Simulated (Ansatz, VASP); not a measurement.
# MnS: VASP beside Ansatz

File INCAR:

```
SYSTEM = MnS
PREC = Accurate ; ENCUT = 600
EDIFF = 1E-6 ; ISMEAR = -1
SIGMA = 0.05 ; LREAL = .False.
LASPH = .True. ; NELM = 150
ALGO = Normal ; ISIF = 3
LWAVE = .False. ; LCHARG = .False.
ISPIN = 2 ; MAGMOM = 4 0
LORBIT = 11 ; LMAXMIX = 4
LDAU = .True. ; LDAUTYPE = 2
LDAUL = 2 -1 ; LDAUU = 2 0
LDAUJ = 0 0 ; LDAUPRINT = 1
GGA = PS ; IBRION = 2
NSW = 60 ; EDIFFG = -0.01
```

Contents of KPOINTS:

```
regular mesh
0
Gamma
  9 9 9
  0 0 0
```

The input POSCAR:

```
MnS
1.0
    0.0000000000      2.4734634191      2.4734634191
    2.4734634191      0.0000000000      2.4734634191
    2.4734634191      2.4734634191      0.0000000000
Mn S
1 1
Direct
    0.0000000000      0.0000000000      0.0000000000
    0.7500000000      0.7500000000      0.7500000000
```

File input.yaml:

```yaml
crystal:
  lattice:
    - [0.0, 2.4734634191, 2.4734634191]
    - [2.4734634191, 0.0, 2.4734634191]
    - [2.4734634191, 2.4734634191, 0.0]
  atoms:
    - { symbol: Mn, position: [0.0, 0.0, 0.0], spin: 4.0 }
    - { symbol: S, position: [0.75, 0.75, 0.75] }
hamiltonian:
  xc: pbesol
  pseudopotentials: { kind: paw }
  hubbard: { sites: [{ species: Mn, l: d, u_eff: 2.0 }] }
magnetization:
  spin_polarized: true
kpoints:
  mp_grid: { grid: [9, 9, 9] }
scf:
  occupations: { method: fermi_dirac, width: 0.05 }
output:
  forces: true
  stress: true
  eigenvalues: true
relax:
  f_tol: 0.01
  max_steps: 40
  cell: { stress_tol: 0.05 }
```

Alike in both runs: task relaxation of cell and atoms; functional PBEsol; k mesh 9 × 9 × 9; occupations fermi-dirac, width 0.05 eV; collinear spin; Hubbard terms Mn d U = 2.0 eV.

|  | VASP | Ansatz |
| --- | --- | --- |
| version | VASP 6.6.1 | Ansatz 0.2.0 |
| potentials or method | VASP PAW PBE potentials, release 64 (Mn_pv, S) | Ansatz PAW |
| plane-wave cutoff (eV) | 600 | 420 |
| valence electrons in the cell | 19 | 21 |

```tsv
	VASP	Ansatz	Ansatz less VASP
gap on the k mesh at the Fermi level, each at its own relaxed structure (eV)	0.52	0.65	+0.132
net moment per atom (μB)	2.50	2.50	0.000
size of the moment on the site where the two differ most (μB)	4.48	4.28	-0.194
relaxed volume (Å³/atom)	22.15	22.19	+0.034
relaxed length of the cell vector where the two differ most in proportion (Å)	3.972	3.974	+0.0020
```

VASP's potentials were made for PBE, not for PBEsol. Site moments also hang on the region over which each program counts them. The programs project onto different local orbitals, so the same U acts differently, and such runs can settle in different states. VASP's potentials hold 19 valence electrons a cell and Ansatz's 21, so a difference there can come from the potentials and not from the codes.

Noted on VASP's run: the volume moved by over 15 % at a fixed basis, so the end points are rough. Noted on Ansatz's run: the magnetic or orbital state may not be the lowest; the volume moved by over 15 % at a fixed basis, so the end points are rough; odd divisions of the mesh miss points on the zone boundary, where band edges often lie, so the gap on the mesh can be too wide; the plane-wave basis is chosen anew once the cell has moved, so the energies of steps on either side of that aren't comparable.
